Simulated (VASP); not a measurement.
Wanted: the native input for a VASP 6.6.1 run.

- Task: electric field gradients
- Functional: PBE
- Potentials or basis: VASP PAW PBE potentials, release 64 (W_sv, Se)
- Cutoff: 520 eV
- k mesh: 11 × 11 × 11
- Occupations: fermi-dirac, width 0.05 eV
- Spin: no spin polarisation
- Dipole correction: no
- Further INCAR settings: ALGO = Normal; EDIFF = 1e-08; NBANDS = 20

The structure of WSe2 (fluorite type) lies in POSCAR:

```
WSe2
1.0
    0.0000000000      3.1013376318      3.1013376318
    3.1013376318      0.0000000000      3.1013376318
    3.1013376318      3.1013376318      0.0000000000
W Se
1 2
Direct
    0.0000000000      0.0000000000      0.0000000000
    0.2500000000      0.2500000000      0.2500000000
    0.7500000000      0.7500000000      0.7500000000
```

One way to write it, as run:

INCAR

```
SYSTEM = WSe2
  ALGO = Normal
  EDIFF = 1E-8
  ENCUT = 520
  GGA = PE
  ISIF = 2
  ISMEAR = -1
  LASPH = .TRUE.
  LCHARG = .FALSE.
  LEFG = .TRUE.
  LREAL = .FALSE.
  LWAVE = .FALSE.
  NBANDS = 20
  NELM = 100
  PREC = Accurate
  SIGMA = 0.05
```

KPOINTS

```
k-points
0
G
  11 11 11
  0 0 0
```

Potentials or basis: VASP PAW PBE potentials, release 64 (W_sv, Se).

Launch:

```console
$ cat potpaw_PBE.64/W_sv/POTCAR potpaw_PBE.64/Se/POTCAR > POTCAR
$ mpirun -np 1 vasp_std > vasp.out
```

It gave:

```
Pressure               : 0.2 GPa
Band gap on the k mesh : zero (band 13 reaches 7.09 eV, above the bottom of band 14 at 6.26 eV)
```

Caveat: without QUAD_EFG the Cq values of the log hold for a quadrupole moment of 1 mb, not for the nuclei; spin-orbit coupling is left out, which moves the levels of the heavy elements.

Run time: 59 s on 1 thread of Intel(R) Xeon(R) Platinum 8375C CPU @ 2.90GHz (Ice Lake), with other jobs on the host, peak memory 0.23 GiB.
